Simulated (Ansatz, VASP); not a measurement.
**Mg: VASP beside Ansatz**

```
Mg
1.0
     0.00000    3.17190    3.17190
     3.17190    0.00000    3.17190
     3.17190    3.17190    0.00000
Mg
2
Cartesian
  -0.7930 -0.7930 -0.7930
  0.7930 0.7930 0.7930
```

Change from the starting cell: volume scaled by 0.85, LAPW.

Alike in both runs: task single point; functional LDA; k mesh 12 × 12 × 12; occupations fermi-dirac, width 0.08 eV; no spin polarisation.

```csv
,VASP,Ansatz
version,VASP 6.6.1,Ansatz 0.2.0
potentials or method,"VASP PAW LDA potentials, release 64 (Mg), cutoff 520 eV","all-electron LAPW, scalar-relativistic"
```

|  | VASP | Ansatz | Ansatz less VASP |
| --- | --- | --- | --- |
| pressure (GPa) | 2.7 | 2.8 | +0.12 |

LDA's correlation is that of Perdew and Zunger in VASP and of Perdew and Wang (1992) in Ansatz. Ansatz ran all-electron here, and VASP with PAW potentials.
